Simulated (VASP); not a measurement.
TiO2:

```
Ti O
1.0
     3.49063    0.00000    0.00000
     0.00000    3.49063    0.00000
     0.00000    0.00000    5.09795
Ti O
2 4
Direct
  0.50000 0.50000 0.50000
  0.00000 0.00000 0.00000
  0.00000 0.50000 0.69325
  0.50000 0.00000 0.80675
  0.50000 0.00000 0.30675
  0.00000 0.50000 0.19325
```

| Property | Result |
| --- | --- |
| Program | VASP 6.6.1 |
| Task | relaxation of cell and atoms |
| Functional | PBE |
| Potentials or basis | VASP PAW PBE potentials, release 64 (Ti_sv, O) |
| Cutoff | 600 eV |
| k mesh | 6 × 6 × 4 |
| Occupations | gaussian, width 0.1 eV |
| Spin | no spin polarisation |

At the start: pressure -15.4 GPa; volume 10.35 Å³/atom.

Question: How do energy, volume and symmetry change on relaxing?

Answer: Over 10 steps the energy falls by 80.3 meV/atom and the volume is 10.15 Å³/atom (-2.0 %); space group P4_2/nmc (No. 137, to 0.1 Å) before and after.

Step by step:
```tsv
step	energy change (eV)	largest force (eV/Å)	pressure (GPa)	volume (Å³)
1	0.0000	0.8801	-15.38	62.12
2	-0.0124	0.0881	23.80	53.60
3	-0.2824	0.5552	1.58	57.57
4	-0.2824	0.5467	1.94	57.48
5	-0.3418	0.4330	2.03	57.83
6	-0.4430	0.0123	3.34	58.86
7	-0.4471	0.1573	4.05	59.15
8	-0.4687	0.0375	-2.97	61.55
9	-0.4720	0.0169	-1.16	60.89
10	-0.4818	0.0101	-0.04	60.88
```

Final structure:
```cif
data_structure
_symmetry_space_group_name_H-M 'P 1'
_symmetry_Int_Tables_number 1
_cell_length_a 3.3954
_cell_length_b 3.3954
_cell_length_c 5.2806
_cell_angle_alpha 90.000
_cell_angle_beta 90.000
_cell_angle_gamma 90.000
_cell_volume 60.88
loop_
_atom_site_label
_atom_site_type_symbol
_atom_site_fract_x
_atom_site_fract_y
_atom_site_fract_z
_atom_site_occupancy
Ti1 Ti 0.50000 0.50000 0.50000 1
Ti2 Ti 0.00000 0.00000 0.00000 1
O1 O 0.00000 0.50000 0.66035 1
O2 O 0.50000 0.00000 0.83965 1
O3 O 0.50000 0.00000 0.33965 1
O4 O 0.00000 0.50000 0.16035 1
```
